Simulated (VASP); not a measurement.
Write the native input for VASP 6.6.1 that does the following.

| Property | Result |
| --- | --- |
| Task | single point |
| Functional | PBEsol |
| Potentials or basis | VASP PAW PBE potentials, release 64 (Si, Ge_d) |
| Cutoff | 520 eV |
| k mesh | 8 × 8 × 8 |
| Occupations | gaussian, width 0.03 eV |
| Spin | no spin polarisation |
| Dipole correction | no |
| Further INCAR settings | ALGO = Normal; EDIFF = 1e-06; NBANDS = 31 |

The structure of Si7Ge lies in POSCAR:

```
Si7Ge
1.0
    5.3863200970      0.0000000000      0.0000000000
    0.0000000000      5.3863200970      0.0000000000
    0.0000000000      0.0000000000      5.6071592210
Si Ge
7 1
Direct
    0.2525986838      0.2525986838      0.2525986838
    0.0000000000      0.5000000000      0.5000000000
    0.5000000000      0.5000000000      0.0000000000
    0.5000000000      0.0000000000      0.5000000000
    0.7474013162      0.2525986838      0.7474013162
    0.7474013162      0.7474013162      0.2525986838
    0.2525986838      0.7474013162      0.7474013162
    0.0000000000      0.0000000000      0.0000000000
```

One way to write it, as run:

INCAR

```
PREC = Accurate
ENCUT = 520
EDIFF = 1E-6
ISMEAR = 0
SIGMA = 0.03
LREAL = F
LASPH = T
NELM = 80
ALGO = Normal
ISIF = 2
LWAVE = F
LCHARG = F
GGA = PS
NBANDS = 31
```

KPOINTS

```
Automatic mesh
0
Gamma
  8 8 8
```

Potentials or basis: VASP PAW PBE potentials, release 64 (Si, Ge_d).

Launch:

```sh
$ cat potpaw_PBE.64/Si/POTCAR potpaw_PBE.64/Ge_d/POTCAR > POTCAR
$ mpirun -np 1 vasp_std > vasp.out
```

It gave:

| Item | Value |
| --- | --- |
| Pressure | 0.0 GPa |
| Largest force | 0.015 eV/Å |
| Band gap on the k mesh | 0.14 eV |

Caveat: the PAW data sets were made with another functional, which shifts forces and pressure a little.

It took 3 min on 1 thread of Intel(R) Xeon(R) Platinum 8488C (Sapphire Rapids), with other jobs on the host, peak memory 0.44 GiB.
